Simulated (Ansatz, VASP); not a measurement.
# Two plane-wave programs on CsI

POSCAR

```
CsI
1.0
    4.6537677457      0.0000000000      0.0000000000
    0.0000000000      4.6537677457      0.0000000000
    0.0000000000      0.0000000000      4.6537677457
Cs I
1 1
Direct
    0.0000000000      0.0000000000      0.0000000000
    0.5000000000      0.5000000000      0.5000000000
```

File INCAR.step1:

```
SYSTEM = CsI
ALGO = Normal
EDIFF = 1E-5
ENCUT = 550
GGA = PE
GGA_COMPAT = .False.
ISMEAR = 0
LASPH = .True.
LCHARG = .False.
LREAL = .False.
LWAVE = .True.
NBANDS = 15
NELM = 120
PREC = Accurate
SIGMA = 0.01
```

The input INCAR.step2:

```
SYSTEM = CsI
ALGO = Normal
EDIFF = 1E-6
ENCUT = 550
GGA_COMPAT = .False.
ISIF = 2
ISMEAR = 0
ISTART = 1
LASPH = .True.
LCHARG = .False.
LMIXTAU = .True.
LREAL = .False.
LWAVE = .False.
METAGGA = R2SCAN
NBANDS = 15
NELM = 120
PREC = Accurate
SIGMA = 0.01
```

File KPOINTS:

```
k-points
0
Gamma
  4 4 4
  0 0 0
```

Input for Ansatz:

```yaml
crystal:
  lattice:
    - [4.6537677457, 0.0, 0.0]
    - [0.0, 4.6537677457, 0.0]
    - [0.0, 0.0, 4.6537677457]
  atoms:
    - { symbol: Cs, position: [0.0, 0.0, 0.0] }
    - { symbol: I, position: [0.5, 0.5, 0.5] }
kpoints:
  mp_grid: { grid: [4, 4, 4] }
hamiltonian:
  xc: r2scan
scf:
  occupations: { method: fixed }
  n_extra_bands: 4
output:
  forces: true
  stress: true
  eigenvalues: true
```

Alike in both runs: task single point; functional r2SCAN; k mesh 4 × 4 × 4; no spin polarisation.

|  | VASP | Ansatz |
| --- | --- | --- |
| version | VASP 6.6.1 | Ansatz 0.2.0 |
| potentials or method | VASP PAW PBE potentials, release 64 (Cs_sv, I) | plane waves, PAW |
| plane-wave cutoff (eV) | 550 | 500 |
| occupations | gaussian, width 0.01 eV | fixed |
| valence electrons in the cell | 16 | 26 |

Ansatz gave:

| Item | Value |
| --- | --- |
| gap on the k mesh at the Fermi level (eV) | 4.41 |
| pressure (GPa) | -0.3 |

Question: What did VASP give for the same quantities?

Answer: gap on the k mesh at the Fermi level (eV): 4.39; pressure (GPa): -0.3.

VASP's potentials were made for PBE, not for r2SCAN. VASP's potentials hold 16 valence electrons a cell and Ansatz's 26, so a difference there can come from the potentials and not from the codes.

Spin-orbit coupling is off throughout.
